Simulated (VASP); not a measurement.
Crystal: OsC2.

```
Os C
1.0
     3.27323    0.00000    0.00000
    -1.63662    2.83470    0.00000
     0.00000    0.00000    3.53509
Os C
1 2
Direct
  0.00000 0.00000 0.00000
  0.33333 0.66667 0.50000
  0.66667 0.33333 0.50000
```

The cell was built from a structure type or drawn by symmetry, and may not be a known phase.

| Quantity | Value |
| --- | --- |
| Program | VASP 6.6.1 |
| Task | relaxation of cell and atoms |
| Functional | PBE |
| Potentials or basis | VASP PAW PBE potentials, release 64 (Os, C) |
| Cutoff | 600 eV |
| k mesh | 6 × 6 × 6 |
| Occupations | gaussian, width 0.1 eV |
| Spin | no spin polarisation |

At the start: pressure -35.2 GPa; volume 10.93 Å³/atom.

Task: How do energy, volume and symmetry change on relaxing?

Result: Over 22 steps the energy falls by 2009.4 meV/atom and the volume is 10.78 Å³/atom (-1.4 %); space group P6/mmm (No. 191, to 0.1 Å) before and after.

The path:
| step | energy change (eV) | largest force (eV/Å) | pressure (GPa) | volume (Å³) |
| --- | --- | --- | --- | --- |
| 1 | 0.0000 | 0.0000 | -35.18 | 32.80 |
| 2 | -0.8114 | 0.0000 | 58.22 | 22.62 |
| 3 | -1.1513 | 0.0000 | 7.35 | 25.48 |
| 4 | -2.5286 | 0.0000 | 33.07 | 23.70 |
| 5 | -2.3019 | 0.0000 | 159.96 | 20.80 |
| 6 | -3.0301 | 0.0000 | 83.01 | 22.17 |
| 7 | -3.2484 | 0.0000 | 86.03 | 22.30 |
| 8 | -3.7475 | 0.0000 | 99.28 | 22.58 |
| 9 | -3.0278 | 0.0000 | 156.51 | 22.75 |
| 10 | -3.8148 | 0.0000 | 112.15 | 22.69 |
| 11 | -4.4842 | 0.0000 | 84.98 | 23.90 |
| 12 | -5.6749 | 0.0000 | 30.19 | 27.71 |
| 13 | -5.7814 | 0.0000 | -22.88 | 36.07 |
| 14 | -6.0046 | 0.0000 | -6.40 | 32.43 |
| 15 | -6.0075 | 0.0000 | -4.47 | 32.09 |
| 16 | -6.0075 | 0.0000 | -3.29 | 31.89 |
| 17 | -6.0160 | 0.0000 | -2.17 | 31.95 |
| 18 | -6.0265 | 0.0000 | 0.54 | 32.07 |
| 19 | -6.0273 | 0.0000 | 1.60 | 32.12 |
| 20 | -6.0274 | 0.0000 | 1.47 | 32.12 |
| 21 | -6.0281 | 0.0000 | 0.87 | 32.24 |
| 22 | -6.0283 | 0.0000 | 0.35 | 32.35 |

Final structure:
```
Os C
1.0
     2.52111    0.00000    0.00000
    -1.26055    2.18335    0.00000
     0.00000    0.00000    5.87678
Os C
1 2
Direct
  0.00000 0.00000 0.00000
  0.33333 0.66667 0.50000
  0.66667 0.33333 0.50000
```

Caveat: the k points lie up to 0.48 Å⁻¹ apart in the final cell, too coarse for converged energies and pressures of a metal; a cell axis changed by over 15 % at a fixed basis, so the end point is rough.
